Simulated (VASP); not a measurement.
# RuS (Fm-3m) in VASP: notebook

The runs below take RuS through single point, with PBEsol.

Everything below comes from runs of VASP 6.6.1. Logs are shortened: lines on timing, memory, paths and dates and some standing lists are left out, and cuts for length are marked.

### Step 1. The cell of the first run

It takes space group Fm-3m (No. 225, cubic). Conventional cell: a = 4.771 Å, b = 4.771 Å, c = 4.771 Å, α = 90.00°, β = 90.00°, γ = 90.00°. Ru (site symmetry m-3m) has 6 S at 2.39 Å within 3.2 Å. Within 3.2 Å of S (site symmetry m-3m) lie 6 Ru at 2.39 Å.

### Step 2. Single point, PBEsol (13.58 Å³/atom)

INCAR

```
  ALGO = Normal
  EDIFF = 1E-7
  ENCUT = 520
  GGA = PS
  ISIF = 2
  ISMEAR = 0
  LASPH = True
  LCHARG = False
  LREAL = False
  LWAVE = False
  NBANDS = 17
  NELM = 60
  PREC = Accurate
  SIGMA = 0.05
```

KPOINTS

```
k-points
0
Gamma
  10 10 10
```

POSCAR

```
RuS
1.0
    0.0000000000      2.3856252102      2.3856252102
    2.3856252102      0.0000000000      2.3856252102
    2.3856252102      2.3856252102      0.0000000000
Ru S
1 1
Direct
    0.5000000000      0.5000000000      0.5000000000
    0.0000000000      0.0000000000      0.0000000000
```

Potentials or basis: VASP PAW PBE potentials, release 64 (Ru_pv, S).

The run is started by

```
cat potpaw_PBE.64/Ru_pv/POTCAR potpaw_PBE.64/S/POTCAR > POTCAR
mpirun -np 1 vasp_std > vasp.out
```

OUTCAR:

```text
EDIFF = 1E-7
   ENCUT = 520
   GGA = PS
   ISIF = 2
   ISMEAR = 0
   LASPH = True
   LREAL = False
   NELM = 60
   PREC = Accurate

 ion  position               nearest neighbor table
   1  0.500  0.500  0.500-   2 2.39   2 2.39   2 2.39   2 2.39   2 2.39   2 2.39
   2  0.000  0.000  0.000-   1 2.39   1 2.39   1 2.39   1 2.39   1 2.39   1 2.39

  LATTYP: Found a face centered cubic cell.
 ALAT       =     4.7712504204

  Lattice vectors:

 A1 = (   0.0000000000,   2.3856252102,   2.3856252102)
 A2 = (   2.3856252102,   0.0000000000,   2.3856252102)
 A3 = (   2.3856252102,   2.3856252102,   0.0000000000)

Analysis of symmetry for initial positions (statically):
=====================================================================
 Subroutine PRICEL returns:
 Original cell was already a primitive cell.

 Routine SETGRP: Setting up the symmetry group for a
 face centered cubic supercell.

 Subroutine GETGRP returns: Found 48 space group operations
 (whereof 48 operations were pure point group operations)
 out of a pool of 48 trial point group operations.

The static configuration has the point symmetry O_h .

Analysis of symmetry for dynamics (positions and initial velocities):
=====================================================================
 Subroutine PRICEL returns:
 Original cell was already a primitive cell.

 Routine SETGRP: Setting up the symmetry group for a
 face centered cubic supercell.

 Subroutine GETGRP returns: Found 48 space group operations
 (whereof 48 operations were pure point group operations)
 out of a pool of 48 trial point group operations.

The dynamic configuration has the point symmetry O_h .

 Subroutine INISYM returns: Found 48 space group operations
 (whereof 48 operations are pure point group operations),
 and found     1 'primitive' translations

----------------------------------------------------------------------------------------

                                     Primitive cell

  volume of cell :      27.1542

  direct lattice vectors                    reciprocal lattice vectors
     0.000000000  2.385625210  2.385625210    -0.209588664  0.209588664  0.209588664
     2.385625210  0.000000000  2.385625210     0.209588664 -0.209588664  0.209588664
     2.385625210  2.385625210  0.000000000     0.209588664  0.209588664 -0.209588664

  length of vectors
     3.373783527  3.373783527  3.373783527     0.363018214  0.363018214  0.363018214

  position of ions in fractional coordinates (direct lattice)
     0.500000000  0.500000000  0.500000000
     0.000000000  0.000000000  0.000000000

  ion indices of the primitive-cell ions
   primitive index   ion index
                 1           1
                 2           2

----------------------------------------------------------------------------------------

 KPOINTS: k-points

Automatic generation of k-mesh.
 Grid dimensions read from file:
 generate k-points for:   10   10   10

 Generating k-lattice:

  Cartesian coordinates                     Fractional coordinates (reciprocal lattice)
    -0.020958866  0.020958866  0.020958866     0.100000000  0.000000000  0.000000000
     0.020958866 -0.020958866  0.020958866     0.000000000  0.100000000  0.000000000
     0.020958866  0.020958866 -0.020958866     0.000000000  0.000000000  0.100000000

  Length of vectors
     0.036301821  0.036301821  0.036301821

  Shift w.r.t. Gamma in fractional coordinates (k-lattice)
     0.000000000  0.000000000  0.000000000

 Subroutine IBZKPT returns following result:
 ===========================================

 Found     47 irreducible k-points:

 Following reciprocal coordinates:
            Coordinates               Weight
  0.000000  0.000000  0.000000      1.000000
  0.100000  0.000000  0.000000      8.000000
  0.200000  0.000000  0.000000      8.000000
  0.300000  0.000000  0.000000      8.000000
  0.400000  0.000000  0.000000      8.000000
  0.500000  0.000000  0.000000      4.000000
[... 16 lines left out ...]
  0.300000  0.300000  0.000000      6.000000
  0.400000  0.300000  0.000000     24.000000
 [... further k-points ...]
   k-points           NKPTS =     47   k-points in BZ     NKDIM =     47   number of bands    NBANDS=     17
   number of dos      NEDOS =    301   number of ions     NIONS =      2
   total plane-waves  NPLWV =  21952
   dimension x,y,z NGX =    28 NGY =   28 NGZ =   28
   dimension x,y,z NGXF=    56 NGYF=   56 NGZF=   56
   ions per type =               1   1
   NGX,Y,Z   is equivalent  to a cutoff of  13.80, 13.80, 13.80 a.u.
   NGXF,Y,Z  is equivalent  to a cutoff of  27.59, 27.59, 27.59 a.u.
 SYSTEM =  unknown system
   PREC   = accura    normal or accurate (medium, high low for compatibility)
   ISTART =      0    job   : 0-new  1-cont  2-samecut
   ICHARG =      2    charge: 1-file 2-atom 10-const
   ISPIN  =      1    spin polarized calculation?
   LNONCOLLINEAR =      F non collinear calculations
   LSORBIT =      F    spin-orbit coupling
   LASPH  =      T    aspherical Exc in radial PAW
   ENCUT  =  520.0 eV  38.22 Ry    6.18 a.u.   6.27  6.27  6.27*2*pi/ulx,y,z
   NELM   =     60;   NELMIN=  2; NELMDL= -5     # of ELM steps
   EDIFF  = 0.1E-06   stopping-criterion for ELM
   LREAL  =      F    real-space projection
   EDIFFG = 0.1E-05   stopping-criterion for IOM
   NSW    =      0    number of steps for IOM
   IBRION =     -1    ionic relax: 0-MD 1-quasi-New 2-CG
   NFREE  =      0    steps in history (QN), initial steepest desc. (CG)
   ISIF   =      2    stress and relaxation
   ISYM   =      2    0-nonsym 1-usesym 2-fastsym
   POTIM  = 0.5000    time-step for ionic-motion
   TEBEG  =    0.0;   TEEND  =   0.0 temperature during run
   PSTRESS=    0.0 pullay stress
   NELECT =      20.0000    total number of electrons
   NUPDOWN=      -1.0000    fix difference up-down
   EMIN   =  10.00;   EMAX   =-10.00  energy-range for DOS
   EFERMI =   0.00;   METHOD = LEGACY
   ISMEAR =     0;   SIGMA  =   0.05  broadening in eV -4-tet -1-fermi 0-gaus
   EFERMI_NEDOS =   21; number of points for ismear=-14 and -15
   IALGO  =     38    algorithm
   IMIX   =      4    mixing-type and parameters
     AMIX     =   0.40;   BMIX     =  1.00
     AMIX_MAG =   1.60;   BMIX_MAG =  1.00
  volume/ion in A,a.u.               =      13.58        91.62
  Fermi-wavevector in a.u.,A,eV,Ry     =   1.478448  2.793861 29.739716  2.185807
  Thomas-Fermi vector in A             =   2.592727
   LORBIT       =      0    0 simple, 1 ext, 2 COOP (PROOUT), +10 PAW based schemes
   GGA     = PS    functional components
   LHFCALC =     F    Hartree Fock is set to
   AEXX    =    0.0000 exact exchange contribution
   IVDW    =     0    specifies the selected vdW correction
   LEPSILON=     F    determine dielectric tensor
   LRPA    =     F    only Hartree local field effects (RPA)
 non-spin polarized calculation
 Gauss-broadening in eV      SIGMA  =   0.05
  energy-cutoff  :      520.00
  volume of cell :       27.15
 maximum number of plane-waves:       748
 NGX is ok and might be reduce to    28
   NGX = 13   NGY = 13   NGZ = 13

 number of electron      20.0000003 magnetization

 Free energy of the ion-electron system (eV)
  ---------------------------------------------------
  ext. energy  EPLUGINS =         0.00000000
  ---------------------------------------------------
  free energy    TOTEN  =       -13.95668909 eV

  energy without entropy =      -13.95076711  energy(sigma->0) =      -13.95372810

 E-fermi :  11.4762     XC(G=0): -12.9831

 val. band max:       11.4709082855   @ k =  -0.4000   0.4000   0.0000
 cond. band min:      11.4915720057   @ k =  -0.4000   0.4000   0.2000
 fundamental gap:      0.0206637202
 Fermi energy:        11.4762481392

 k-point     1 :       0.0000    0.0000    0.0000
  band No.  band energies     occupation
      1     -30.9139      2.00000
      2     -30.9139      2.00000
      3     -30.9139      2.00000
      4      -4.9028      2.00000
      5       8.6331      2.00000
      6       8.6331      2.00000
[... 9 lines left out ...]
     16      24.1495      0.00000
     17      24.1495      0.00000

 k-point     2 :       0.1000    0.0000    0.0000
  band No.  band energies     occupation
      1     -30.9263      2.00000
      2     -30.9154      2.00000
      3     -30.9154      2.00000
      4      -4.7421      2.00000
      5       7.6707      2.00000
      6       7.6707      2.00000
[... 9 lines left out ...]
     16      23.8101      0.00000
     17      23.8101      0.00000

 k-point     3 :       0.2000    0.0000    0.0000
  band No.  band energies     occupation
      1     -30.9585      2.00000
      2     -30.9193      2.00000
      3     -30.9193      2.00000
      4      -4.2857      2.00000
      5       6.0999      2.00000
      6       6.5906      2.00000
[... 9 lines left out ...]
     16      22.6235      0.00000
     17      23.1580      0.00000

 k-point     4 :       0.3000    0.0000    0.0000
  band No.  band energies     occupation
      1     -30.9981      2.00000
      2     -30.9241      2.00000
      3     -30.9241      2.00000
      4      -3.6200      2.00000
      5       4.5153      2.00000
      6       5.7927      2.00000
[... 9 lines left out ...]
     16      22.1030      0.00000
     17      23.1603      0.00000

 k-point     5 :       0.4000    0.0000    0.0000
  band No.  band energies     occupation
      1     -31.0299      2.00000
      2     -30.9280      2.00000
      3     -30.9280      2.00000
      4      -2.9389      2.00000
      5       3.2606      2.00000
      6       5.3055      2.00000
[... 9 lines left out ...]
     16      23.1523      0.00000
     17      24.1666      0.00000

 k-point     6 :       0.5000    0.0000    0.0000
  band No.  band energies     occupation
      1     -31.0420      2.00000
      2     -30.9295      2.00000
      3     -30.9295      2.00000
      4      -2.6179      2.00000
      5       2.7469      2.00000
      6       5.1418      2.00000
[... 9 lines left out ...]
     16      23.1545      0.00000
     17      24.7383      0.00000

 k-point     7 :       0.1000    0.1000    0.0000
  band No.  band energies     occupation
      1     -30.9255      2.00000
      2     -30.9183      2.00000
      3     -30.9183      2.00000
      4      -4.6939      2.00000
      5       6.8703      2.00000
      6       8.0636      2.00000
[... 9 lines left out ...]
     16      23.3908      0.00000
     17      23.3908      0.00000

 k-point     8 :       0.2000    0.1000    0.0000
  band No.  band energies     occupation
      1     -30.9494      2.00000
      2     -30.9233      2.00000
      3     -30.9210      2.00000
      4      -4.3522      2.00000
      5       5.8317      2.00000
      6       7.1015      2.00000
[... 9 lines left out ...]
     16      22.6148      0.00000
     17      23.1613      0.00000
[... 203 lines left out ...]
      1     -31.0229      2.00000
      2     -30.9534      2.00000
      3     -30.9399      2.00000
      4      -2.8632      2.00000
      5       3.6229      2.00000
      6       5.1743      2.00000
[... 9 lines left out ...]
     16      21.9052      0.00000
     17      23.1593      0.00000

 k-point    20 :      -0.4000    0.2000    0.0000
  band No.  band energies     occupation
      1     -31.0239      2.00000
      2     -30.9599      2.00000
      3     -30.9359      2.00000
      4      -2.7454      2.00000
      5       3.4365      2.00000
      6       5.1832      2.00000
[... 9 lines left out ...]
     16      22.0489      0.00000
     17      23.1613      0.00000

 k-point    21 :      -0.3000    0.2000    0.0000
  band No.  band energies     occupation
      1     -31.0107      2.00000
      2     -30.9590      2.00000
      3     -30.9295      2.00000
      4      -3.0131      2.00000
      5       3.7161      2.00000
      6       5.3378      2.00000
[... 9 lines left out ...]
     16      22.4945      0.00000
     17      23.1665      0.00000

 k-point    22 :      -0.2000    0.2000    0.0000
  band No.  band energies     occupation
      1     -30.9914      2.00000
      2     -30.9479      2.00000
      3     -30.9231      2.00000
      4      -3.5013      2.00000
      5       4.3912      2.00000
      6       5.5564      2.00000
[... 9 lines left out ...]
     16      22.2571      0.00000
     17      23.5294      0.00000

 k-point    23 :       0.3000    0.3000    0.0000
  band No.  band energies     occupation
      1     -30.9895      2.00000
      2     -30.9438      2.00000
      3     -30.9438      2.00000
      4      -3.6084      2.00000
      5       4.2919      2.00000
      6       7.4390      2.00000
[... 9 lines left out ...]
     16      22.5523      0.00000
     17      22.5523      0.00000

 k-point    24 :       0.4000    0.3000    0.0000
  band No.  band energies     occupation
      1     -31.0057      2.00000
      2     -30.9525      2.00000
      3     -30.9488      2.00000
      4      -3.3419      2.00000
      5       4.2302      2.00000
      6       6.4512      2.00000
[... 9 lines left out ...]
     16      22.9274      0.00000
     17      23.1587      0.00000

 [... further k-points ...]

------------------------ aborting loop because EDIFF is reached ----------------------------------------

  FORCE on cell =-STRESS in cart. coord.  units (eV):
  Direction    XX          YY          ZZ          XY          YZ          ZX
  --------------------------------------------------------------------------------------
  -------------------------------------------------------------------------------------
  Total        1.5178995      1.5178995      1.5178995     -0.0000000     -0.0000000     -0.0000000
  in kB       89.5605954     89.5605954     89.5605954     -0.0000000     -0.0000000     -0.0000000
  external PRESSURE =      89.5605954 kB  Pullay stress =       0.0000000 kB

 VOLUME and BASIS-vectors are now :
 -----------------------------------------------------------------------------
  energy-cutoff  :      520.00
  volume of cell :       27.15
      direct lattice vectors                 reciprocal lattice vectors
     0.000000000  2.385625210  2.385625210    -0.209588664  0.209588664  0.209588664
     2.385625210  0.000000000  2.385625210     0.209588664 -0.209588664  0.209588664
     2.385625210  2.385625210  0.000000000     0.209588664  0.209588664 -0.209588664

 POSITION                                       TOTAL-FORCE (eV/Angst)
 -----------------------------------------------------------------------------------
      2.38563      2.38563      2.38563         0.000000      0.000000      0.000000
      0.00000      0.00000      0.00000        -0.000000     -0.000000     -0.000000
 -----------------------------------------------------------------------------------
    total drift:                                0.000000      0.000000      0.000000

  FREE ENERGIE OF THE ION-ELECTRON SYSTEM (eV)
  ---------------------------------------------------
  free  energy   TOTEN  =       -13.9566890906 eV

  energy  without entropy=      -13.9507671099  energy(sigma->0) =      -13.95372810
```

It took 29 s on 1 thread of Intel Xeon Platinum 8488C (Sapphire Rapids), shared host; peak memory 0.17 GiB.

What came out:

| Property | Result |
| --- | --- |
| Free energy | -13.9567 eV |
| Pressure | 9.0 GPa |
| Band gap on the k mesh | zero (bands 10 and 11 overlap by 2.36 eV) |

Levels at points of the mesh, in eV from the Fermi level:
```
           k point  band 6  band 7  band 8  band 9  band 10  band 11  band 12  band 13  band 14  band 15
(0.00, 0.00, 0.00)   -2.84   -2.84   -2.69   -2.69    -2.13    -2.13    -2.13     5.04    10.20    11.68
(0.50, 0.00, 0.00)   -6.33   -6.33   -0.78   -0.78     0.15     3.41     4.75     4.75     7.01     7.01
(0.50, 0.50, 0.00)   -4.55   -3.87   -3.87   -1.79    -0.18    -0.18     1.04     3.64    10.27    11.68
```

Caveat: the cell stands under pressure; the PAW data sets were made with another functional, which shifts forces and pressure a little.

### Step 3. Single point, PBEsol

This run uses another cell than the first one, of 14.14 Å³/atom.

INCAR

```
SYSTEM = RuS
PREC = Accurate
ENCUT = 520
EDIFF = 1E-7
ISMEAR = 0
SIGMA = 0.05
LREAL = .FALSE.
LASPH = .TRUE.
NELM = 100
ALGO = Normal
ISIF = 2
LWAVE = .FALSE.
LCHARG = .FALSE.
GGA = PS
NBANDS = 17
```

KPOINTS

```
regular mesh
0
G
  10 10 10
  0 0 0
```

POSCAR

```
RuS
1.0
    0.0000000000      2.4183090690      2.4183090690
    2.4183090690      0.0000000000      2.4183090690
    2.4183090690      2.4183090690      0.0000000000
Ru S
1 1
Direct
    0.5000000000      0.5000000000      0.5000000000
    0.0000000000      0.0000000000      0.0000000000
```

Potentials or basis: VASP PAW PBE potentials, release 64 (Ru_pv, S).

The run is started by

```
cat potpaw_PBE.64/Ru_pv/POTCAR potpaw_PBE.64/S/POTCAR > POTCAR
mpirun -np 1 vasp_std > vasp.out
```

Run time: 19 s. Hardware: 1 thread of Intel Xeon Platinum 8488C (Sapphire Rapids), shared host; peak memory 0.17 GiB.

Results (log left out):

```
Free energy            : -13.9883 eV
Pressure               : 0.1 GPa
Band gap on the k mesh : zero (bands 10 and 11 overlap by 2.29 eV)
```

Levels at points of the mesh, in eV from the Fermi level:
```csv
k point,band 8,band 9,band 10,band 11,band 12,band 13
"(0.00, 0.00, 0.00)",-2.51,-2.51,-2.10,-2.10,-2.10,4.64
"(0.50, 0.00, 0.00)",-0.72,-0.72,0.14,3.46,4.46,4.46
"(0.50, 0.50, 0.00)",-3.76,-1.67,-0.16,-0.16,0.94,3.44
```

Caveat: the PAW data sets were made with another functional, which shifts forces and pressure a little.

[end of part 1 of 2]
